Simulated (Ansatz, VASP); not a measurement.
## One calculation of TePb, two programs

```
Pb Te
1.0
     4.00229    0.00000    0.00000
     0.00000    4.00229    0.00000
     0.00000    0.00000    4.00229
Pb Te
1 1
Direct
  0.00000 0.00000 0.00000
  0.50000 0.50000 0.50000
```

Alike in both runs: task relaxation of cell and atoms; functional RPBE; dispersion D4; k mesh 7 × 7 × 7; occupations fermi-dirac, width 0.05 eV; no spin polarisation.

|  | VASP | Ansatz |
| --- | --- | --- |
| version | VASP 6.6.1 | Ansatz 0.2.0 |
| potentials or method | VASP PAW PBE potentials, release 64 (Pb_d, Te), cutoff 600 eV | all-electron LAPW, scalar-relativistic |

|  | VASP | Ansatz | Ansatz less VASP |
| --- | --- | --- | --- |
| relaxed volume (Å³/atom) | 32.46 | 32.47 | +0.009 |
| relaxed cell length with the largest relative difference (Å) | 4.019 | 4.019 | +0.0004 |

VASP's potentials were made for PBE, not for RPBE. Ansatz ran all-electron here, and VASP with PAW potentials.

Spin-orbit coupling is off throughout.
